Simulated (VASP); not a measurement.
# ZrS (Fm-3m) in VASP: single point with r2SCAN

Aim: the single point of ZrS with r2SCAN.

All numbers are computed with VASP 6.6.1; they aren't measurements. Logs are shortened: lines on timing, memory, paths and dates and some standing lists are left out, and cuts for length are marked.

**1. The cell of the first run**

The structure is cubic, space group Fm-3m (No. 225). The conventional cell has a = 5.261 Å, b = 5.261 Å, c = 5.261 Å, α = 90.00°, β = 90.00°, γ = 90.00°. Within 3.5 Å of S (site symmetry m-3m) lie 6 Zr at 2.63 Å. Zr (site symmetry m-3m) has 6 S at 2.63 Å within 3.5 Å.

**2. Single point, r2SCAN**

Input file POSCAR:

```
ZrS
1.0
    0.0000000000      2.6306780000      2.6306780000
    2.6306780000      0.0000000000      2.6306780000
    2.6306780000      2.6306780000      0.0000000000
S Zr
1 1
Direct
    0.0000000000      0.0000000000      0.0000000000
    0.5000000000      0.5000000000      0.5000000000
```

Input file INCAR.step1:

```
SYSTEM = ZrS
ALGO = Normal
EDIFF = 1E-5
ENCUT = 550
GGA = PE
GGA_COMPAT = .FALSE.
ISMEAR = -1
LASPH = .TRUE.
LCHARG = .FALSE.
LREAL = .FALSE.
LWAVE = .TRUE.
NBANDS = 16
NELM = 120
PREC = Accurate
SIGMA = 0.0877
```

Input file INCAR.step2:

```
SYSTEM = ZrS
ALGO = Normal
EDIFF = 1E-6
ENCUT = 550
GGA_COMPAT = .FALSE.
ISIF = 2
ISMEAR = -1
ISTART = 1
LASPH = .TRUE.
LCHARG = .FALSE.
LMIXTAU = .TRUE.
LREAL = .FALSE.
LWAVE = .FALSE.
METAGGA = R2SCAN
NBANDS = 16
NELM = 120
PREC = Accurate
SIGMA = 0.0877
```

Input file KPOINTS:

```
k-points
0
G
  11 11 11
  0 0 0
```

Potentials or basis: VASP PAW PBE potentials, release 64 (S, Zr_sv).

Command:

```bash
$ cat potpaw_PBE.64/S/POTCAR potpaw_PBE.64/Zr_sv/POTCAR > POTCAR
$ cp INCAR.step1 INCAR
$ mpirun -np 1 vasp_std > vasp.out
$ cp INCAR.step2 INCAR
$ mpirun -np 1 vasp_std > vasp.out
```

OUTCAR:

```text
SYSTEM = ZrS
   EDIFF = 1E-6
   ENCUT = 550
   ISIF = 2
   ISMEAR = -1
   ISTART = 1
   LASPH = .TRUE.
   LREAL = .FALSE.
   METAGGA = R2SCAN
   NELM = 120
   PREC = Accurate

 ion  position               nearest neighbor table
   1  0.000  0.000  0.000-   2 2.63   2 2.63   2 2.63   2 2.63   2 2.63   2 2.63
   2  0.500  0.500  0.500-   1 2.63   1 2.63   1 2.63   1 2.63   1 2.63   1 2.63

  LATTYP: Found a face centered cubic cell.
 ALAT       =     5.2613560000

  Lattice vectors:

 A1 = (   0.0000000000,   2.6306780000,   2.6306780000)
 A2 = (   2.6306780000,   0.0000000000,   2.6306780000)
 A3 = (   2.6306780000,   2.6306780000,   0.0000000000)

Analysis of symmetry for initial positions (statically):
=====================================================================
 Subroutine PRICEL returns:
 Original cell was already a primitive cell.

 Routine SETGRP: Setting up the symmetry group for a
 face centered cubic supercell.

 Subroutine GETGRP returns: Found 48 space group operations
 (whereof 48 operations were pure point group operations)
 out of a pool of 48 trial point group operations.

The static configuration has the point symmetry O_h .

Analysis of symmetry for dynamics (positions and initial velocities):
=====================================================================
 Subroutine PRICEL returns:
 Original cell was already a primitive cell.

 Routine SETGRP: Setting up the symmetry group for a
 face centered cubic supercell.

 Subroutine GETGRP returns: Found 48 space group operations
 (whereof 48 operations were pure point group operations)
 out of a pool of 48 trial point group operations.

The dynamic configuration has the point symmetry O_h .

 Subroutine INISYM returns: Found 48 space group operations
 (whereof 48 operations are pure point group operations),
 and found     1 'primitive' translations

----------------------------------------------------------------------------------------

                                     Primitive cell

  volume of cell :      36.4110

  direct lattice vectors                    reciprocal lattice vectors
     0.000000000  2.630678000  2.630678000    -0.190065071  0.190065071  0.190065071
     2.630678000  0.000000000  2.630678000     0.190065071 -0.190065071  0.190065071
     2.630678000  2.630678000  0.000000000     0.190065071  0.190065071 -0.190065071

  length of vectors
     3.720340506  3.720340506  3.720340506     0.329202359  0.329202359  0.329202359

  position of ions in fractional coordinates (direct lattice)
     0.000000000  0.000000000  0.000000000
     0.500000000  0.500000000  0.500000000

  ion indices of the primitive-cell ions
   primitive index   ion index
                 1           1
                 2           2

----------------------------------------------------------------------------------------

 KPOINTS: k-points

Automatic generation of k-mesh.
 Grid dimensions read from file:
 generate k-points for:   11   11   11

 Generating k-lattice:

  Cartesian coordinates                     Fractional coordinates (reciprocal lattice)
    -0.017278643  0.017278643  0.017278643     0.090909091  0.000000000  0.000000000
     0.017278643 -0.017278643  0.017278643     0.000000000  0.090909091  0.000000000
     0.017278643  0.017278643 -0.017278643     0.000000000  0.000000000  0.090909091

  Length of vectors
     0.029927487  0.029927487  0.029927487

  Shift w.r.t. Gamma in fractional coordinates (k-lattice)
     0.000000000  0.000000000  0.000000000

 Subroutine IBZKPT returns following result:
 ===========================================

 Found     56 irreducible k-points:

 Following reciprocal coordinates:
            Coordinates               Weight
  0.000000  0.000000  0.000000      1.000000
  0.090909  0.000000  0.000000      8.000000
  0.181818  0.000000  0.000000      8.000000
  0.272727  0.000000  0.000000      8.000000
  0.363636  0.000000  0.000000      8.000000
  0.454545  0.000000  0.000000      8.000000
[... 16 lines left out ...]
 -0.272727  0.181818  0.000000     24.000000
 -0.181818  0.181818  0.000000     12.000000
 [... further k-points ...]
   k-points           NKPTS =     56   k-points in BZ     NKDIM =     56   number of bands    NBANDS=     16
   number of dos      NEDOS =    301   number of ions     NIONS =      2
   total plane-waves  NPLWV =  21952
   dimension x,y,z NGX =    28 NGY =   28 NGZ =   28
   dimension x,y,z NGXF=    56 NGYF=   56 NGZF=   56
   ions per type =               1   1
   NGX,Y,Z   is equivalent  to a cutoff of  12.51, 12.51, 12.51 a.u.
   NGXF,Y,Z  is equivalent  to a cutoff of  25.02, 25.02, 25.02 a.u.
 SYSTEM =  ZrS
   PREC   = accura    normal or accurate (medium, high low for compatibility)
   ISTART =      1    job   : 0-new  1-cont  2-samecut
   ICHARG =      0    charge: 1-file 2-atom 10-const
   ISPIN  =      1    spin polarized calculation?
   LNONCOLLINEAR =      F non collinear calculations
   LSORBIT =      F    spin-orbit coupling
   LASPH  =      T    aspherical Exc in radial PAW
   ENCUT  =  550.0 eV  40.42 Ry    6.36 a.u.   7.11  7.11  7.11*2*pi/ulx,y,z
   NELM   =    120;   NELMIN=  2; NELMDL=  0     # of ELM steps
   EDIFF  = 0.1E-05   stopping-criterion for ELM
   LREAL  =      F    real-space projection
   EDIFFG = 0.1E-04   stopping-criterion for IOM
   NSW    =      0    number of steps for IOM
   IBRION =     -1    ionic relax: 0-MD 1-quasi-New 2-CG
   NFREE  =      0    steps in history (QN), initial steepest desc. (CG)
   ISIF   =      2    stress and relaxation
   ISYM   =      2    0-nonsym 1-usesym 2-fastsym
   POTIM  = 0.5000    time-step for ionic-motion
   TEBEG  =    0.0;   TEEND  =   0.0 temperature during run
   PSTRESS=    0.0 pullay stress
   NELECT =      18.0000    total number of electrons
   NUPDOWN=      -1.0000    fix difference up-down
   EMIN   =  10.00;   EMAX   =-10.00  energy-range for DOS
   EFERMI =   0.00;   METHOD = LEGACY
   ISMEAR =    -1;   SIGMA  =   0.09  broadening in eV -4-tet -1-fermi 0-gaus
   EFERMI_NEDOS =   21; number of points for ismear=-14 and -15
   IALGO  =     38    algorithm
   IMIX   =      4    mixing-type and parameters
     AMIX     =   0.40;   BMIX     =  1.00
     AMIX_MAG =   1.60;   BMIX_MAG =  1.00
  volume/ion in A,a.u.               =      18.21       122.86
  Fermi-wavevector in a.u.,A,eV,Ry     =   1.294458  2.446171 22.798216  1.675622
  Thomas-Fermi vector in A             =   2.426040
   LORBIT       =      0    0 simple, 1 ext, 2 COOP (PROOUT), +10 PAW based schemes
   METAGGA = R2SCAN    functional components
   LHFCALC =     F    Hartree Fock is set to
   AEXX    =    0.0000 exact exchange contribution
   IVDW    =     0    specifies the selected vdW correction
   LEPSILON=     F    determine dielectric tensor
   LRPA    =     F    only Hartree local field effects (RPA)
 non-spin polarized calculation
  energy-cutoff  :      550.00
  volume of cell :       36.41
 maximum number of plane-waves:      1078
   NGX = 15   NGY = 15   NGZ = 15

 number of electron      18.0000000 magnetization

 Free energy of the ion-electron system (eV)
  ---------------------------------------------------
  ext. energy  EPLUGINS =         0.00000000
  ---------------------------------------------------
  free energy    TOTEN  =       -33.88655717 eV

  energy without entropy =      -33.84731397  energy(sigma->0) =      -33.86693557

 E-fermi :  10.8678     XC(G=0): -11.9268

 val. band max:       10.8400803732   @ k =   0.2727   0.1818   0.0909
 cond. band min:      10.8715550473   @ k =  -0.4545   0.1818   0.0000
 fundamental gap:      0.0314746741
 Fermi energy:        10.8678490486

 k-point     1 :       0.0000    0.0000    0.0000
  band No.  band energies     occupation
      1     -41.0287      2.00000
      2     -18.3097      2.00000
      3     -18.3097      2.00000
      4     -18.3097      2.00000
      5      -5.9084      2.00000
      6       6.8729      2.00000
[... 8 lines left out ...]
     15      18.5578      0.00000
     16      23.2862      0.00000

 k-point     2 :       0.0909    0.0000    0.0000
  band No.  band energies     occupation
      1     -41.0266      2.00000
      2     -18.3386      2.00000
      3     -18.3120      2.00000
      4     -18.3120      2.00000
      5      -5.8031      2.00000
      6       6.2936      2.00000
[... 8 lines left out ...]
     15      18.8827      0.00000
     16      22.6746      0.00000

 k-point     3 :       0.1818    0.0000    0.0000
  band No.  band energies     occupation
      1     -41.0209      2.00000
      2     -18.4150      2.00000
      3     -18.3184      2.00000
      4     -18.3184      2.00000
      5      -5.5099      2.00000
      6       5.1367      2.00000
[... 8 lines left out ...]
     15      19.3598      0.00000
     16      21.7384      0.00000

 k-point     4 :       0.2727    0.0000    0.0000
  band No.  band energies     occupation
      1     -41.0136      2.00000
      2     -18.5127      2.00000
      3     -18.3266      2.00000
      4     -18.3266      2.00000
      5      -5.0957      2.00000
      6       3.9583      2.00000
[... 8 lines left out ...]
     15      19.1987      0.00000
     16      20.1241      0.00000

 k-point     5 :       0.3636    0.0000    0.0000
  band No.  band energies     occupation
      1     -41.0068      2.00000
      2     -18.6003      2.00000
      3     -18.3342      2.00000
      4     -18.3342      2.00000
      5      -4.6727      2.00000
      6       3.0071      2.00000
[... 8 lines left out ...]
     15      18.5053      0.00000
     16      18.5053      0.00000

 k-point     6 :       0.4545    0.0000    0.0000
  band No.  band energies     occupation
      1     -41.0027      2.00000
      2     -18.6514      2.00000
      3     -18.3386      2.00000
      4     -18.3386      2.00000
      5      -4.3936      2.00000
      6       2.4632      2.00000
[... 8 lines left out ...]
     15      17.2314      0.00000
     16      17.2314      0.00000

 k-point     7 :       0.0909    0.0909    0.0000
  band No.  band energies     occupation
      1     -41.0259      2.00000
      2     -18.3370      2.00000
      3     -18.3182      2.00000
      4     -18.3182      2.00000
      5      -5.7728      2.00000
      6       5.8511      2.00000
[... 8 lines left out ...]
     15      19.0034      0.00000
     16      22.4163      0.00000

 k-point     8 :       0.1818    0.0909    0.0000
  band No.  band energies     occupation
      1     -41.0214      2.00000
      2     -18.3931      2.00000
      3     -18.3277      2.00000
      4     -18.3221      2.00000
      5      -5.5562      2.00000
      6       5.0192      2.00000
[... 8 lines left out ...]
     15      19.5140      0.00000
     16      21.4665      0.00000

 k-point     9 :       0.2727    0.0909    0.0000
  band No.  band energies     occupation
      1     -41.0147      2.00000
      2     -18.4808      2.00000
      3     -18.3376      2.00000
      4     -18.3289      2.00000
      5      -5.2038      2.00000
      6       4.1293      2.00000
[... 8 lines left out ...]
     15      19.2970      0.00000
     16      20.1759      0.00000
[... 172 lines left out ...]
 k-point    19 :       0.3636    0.1818    0.0000
  band No.  band energies     occupation
      1     -41.0065      2.00000
      2     -18.5349      2.00000
      3     -18.3648      2.00000
      4     -18.3628      2.00000
      5      -4.9314      2.00000
      6       3.5023      2.00000
[... 8 lines left out ...]
     15      18.2357      0.00000
     16      19.3027      0.00000

 k-point    20 :       0.4545    0.1818    0.0000
  band No.  band energies     occupation
      1     -41.0014      2.00000
      2     -18.5904      2.00000
      3     -18.3829      2.00000
      4     -18.3643      2.00000
      5      -4.6655      2.00000
      6       3.1533      2.00000
[... 8 lines left out ...]
     15      17.0637      0.00000
     16      18.7816      0.00000

 k-point    21 :      -0.4545    0.1818    0.0000
  band No.  band energies     occupation
      1     -40.9991      2.00000
      2     -18.6137      2.00000
      3     -18.3996      2.00000
      4     -18.3582      2.00000
      5      -4.5156      2.00000
      6       2.9257      2.00000
[... 8 lines left out ...]
     15      17.8607      0.00000
     16      18.7722      0.00000

 k-point    22 :      -0.3636    0.1818    0.0000
  band No.  band energies     occupation
      1     -41.0004      2.00000
      2     -18.5999      2.00000
      3     -18.4079      2.00000
      4     -18.3464      2.00000
      5      -4.5448      2.00000
      6       2.9392      2.00000
[... 8 lines left out ...]
     15      18.2039      0.00000
     16      18.7338      0.00000

 k-point    23 :      -0.2727    0.1818    0.0000
  band No.  band energies     occupation
      1     -41.0049      2.00000
      2     -18.5566      2.00000
      3     -18.4014      2.00000
      4     -18.3327      2.00000
      5      -4.7447      2.00000
      6       3.2492      2.00000
[... 8 lines left out ...]
     15      18.6504      0.00000
     16      19.3608      0.00000

 k-point    24 :      -0.1818    0.1818    0.0000
  band No.  band energies     occupation
      1     -41.0111      2.00000
      2     -18.5014      2.00000
      3     -18.3772      2.00000
      4     -18.3213      2.00000
      5      -5.0371      2.00000
      6       3.8065      2.00000
[... 8 lines left out ...]
     15      19.2064      0.00000
     16      19.4831      0.00000

 [... further k-points ...]
[... 5 lines left out ...]
  --------------------------------------------------------------------------------------
  -------------------------------------------------------------------------------------
  Total       -0.6081833     -0.6081833     -0.6081833      0.0000000      0.0000000     -0.0000000
  in kB      -26.7615938    -26.7615938    -26.7615938      0.0000000      0.0000000     -0.0000000
  external PRESSURE =     -26.7615938 kB  Pullay stress =       0.0000000 kB

 VOLUME and BASIS-vectors are now :
 -----------------------------------------------------------------------------
  energy-cutoff  :      550.00
  volume of cell :       36.41
      direct lattice vectors                 reciprocal lattice vectors
     0.000000000  2.630678000  2.630678000    -0.190065071  0.190065071  0.190065071
     2.630678000  0.000000000  2.630678000     0.190065071 -0.190065071  0.190065071
     2.630678000  2.630678000  0.000000000     0.190065071  0.190065071 -0.190065071

 POSITION                                       TOTAL-FORCE (eV/Angst)
 -----------------------------------------------------------------------------------
      0.00000      0.00000      0.00000        -0.000000      0.000000     -0.000000
      2.63068      2.63068      2.63068         0.000000     -0.000000      0.000000
 -----------------------------------------------------------------------------------
    total drift:                                0.000000      0.000000      0.000000

  FREE ENERGIE OF THE ION-ELECTRON SYSTEM (eV)
  ---------------------------------------------------
  free  energy   TOTEN  =       -33.8865571731 eV

  energy  without entropy=      -33.8473139683  energy(sigma->0) =      -33.86693557
```

Run time: 1.7 min. Hardware: 1 thread of AMD EPYC 7R13 (Zen 3), shared host; peak memory 0.16 GiB.

What came out:

| Property | Result |
| --- | --- |
| Free energy | -33.8866 eV |
| Pressure | -2.7 GPa |
| Band gap on the k mesh | zero (band 9 reaches 12.20 eV, above the bottom of band 10 at 9.45 eV) |

Caveat: the PAW data sets were made with another functional, which shifts forces and pressure a little.
